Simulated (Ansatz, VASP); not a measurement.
# Two plane-wave programs on Si2Ge2Ir

```
Si Ge Ir
1.0
    -2.34669    2.34669    5.22411
     2.34669   -2.34669    5.22411
     2.34669    2.34669   -5.22411
Si Ge Ir
2 2 1
Direct
  0.75000 0.25000 0.50000
  0.25000 0.75000 0.50000
  0.50000 0.00000 0.50000
  0.00000 0.50000 0.50000
  0.50000 0.50000 0.00000
```

Alike in both runs: functional PBE; k mesh 5 × 5 × 5; occupations gaussian, width 0.2 eV; no spin polarisation.

Ansatz relaxed the structure, and its values are those at the end. VASP's run is a single point on that final structure, the one shown.

|  | VASP | Ansatz |
| --- | --- | --- |
| version | VASP 6.6.1 | Ansatz 0.2.0 |
| potentials or method | VASP PAW PBE potentials, release 64 (Si, Ge_d, Ir), cutoff 500 eV | scalar-relativistic, plane waves, PAW |
| valence electrons in the cell | 45 | 53 |

VASP gave:

```
gap on the k mesh at the Fermi level (eV) : none
pressure (GPa)                            : 0.2
```

**Question.** What did Ansatz give for the same quantities?

**Answer.** gap on the k mesh at the Fermi level (eV): none; pressure (GPa): 0.1.

A gap of «none» marks a metal or a gap that the smearing closes. VASP's potentials hold 45 valence electrons a cell and Ansatz's 53, so a difference there can come from the potentials and not from the codes.

The k mesh is coarse, so the values compare programs but aren't converged. Spin-orbit coupling is off throughout.
